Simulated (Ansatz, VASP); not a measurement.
## Two plane-wave programs on Sr

```
Sr
1.0
     4.26375    0.00000    0.00000
    -2.13188    3.69252    0.00000
     0.00000    0.00000   13.93169
Sr
4
Direct
  0.00000 0.00000 0.00001
  0.33333 0.66667 0.24999
  0.00000 0.00000 0.50001
  0.66667 0.33333 0.74999
```

Alike in both runs: functional PBE; k mesh 6 × 6 × 2; occupations gaussian, width 0.1 eV; no spin polarisation.

Ansatz relaxed the structure, and its values are those at the end. VASP's run is a single point on that final structure, the one shown.

|  | VASP | Ansatz |
| --- | --- | --- |
| version | VASP 6.6.1 | Ansatz 0.2.0 |
| potentials or method | VASP PAW PBE potentials, release 64 (Sr_sv), cutoff 520 eV | scalar-relativistic, plane waves, PAW |
| valence electrons in the cell | 40 | 40 |

```tsv
	VASP	Ansatz	Ansatz less VASP
gap on the k mesh at the Fermi level (eV)	none	none	-
pressure (GPa)	0.1	0.1	0.00
```

A gap of «none» marks a metal or a gap that the smearing closes.
